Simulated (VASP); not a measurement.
A run of VASP 6.6.1:

File INCAR:

```
SYSTEM = ZrS2
PREC = Accurate
ENCUT = 450
EDIFF = 1E-7
ISMEAR = 0
SIGMA = 0.02
LREAL = .False.
LASPH = .True.
NELM = 120
ALGO = Normal
ISIF = 2
LWAVE = .False.
LCHARG = .False.
LDIPOL = .True.
IDIPOL = 3
DIPOL = 0.5 0.5 0.500
GGA = PE
IVDW = 12
IBRION = 2
NSW = 60
EDIFFG = -0.01
GGA_COMPAT = .False.
NELMIN = 4
NELMDL = -8
```

Contents of KPOINTS:

```
regular mesh
0
Gamma
  9 9 1
  0 0 0
```

The input POSCAR:

```
ZrS2
1.0
    3.5026255006      0.0000000000      0.0000000000
   -1.7513127503      3.0333626635      0.0000000000
    0.0000000000      0.0000000000     31.8415096473
S Zr
2 1
Direct
    0.6666666667      0.3333333333      0.4541937806
    0.3333333333      0.6666666667      0.5458062194
    0.0000000000      0.0000000000      0.5000000000
```

Potentials or basis: VASP PAW PBE potentials, release 64 (S, Zr_sv).

Run with:

```console
$ cat potpaw_PBE.64/S/POTCAR potpaw_PBE.64/Zr_sv/POTCAR > POTCAR
$ mpirun -np 1 vasp_std > vasp.out
```

Hardware: 1 thread of Intel(R) Xeon(R) Platinum 8488C (Sapphire Rapids) (shared host).

Problem. Estimate the wall time of this run.

Solution. Wall time 2.1 min on 1 thread of Intel(R) Xeon(R) Platinum 8488C (Sapphire Rapids) (shared host), peak memory 0.4 GiB. Counts: scf iterations 59, k points 12, ion steps 3.
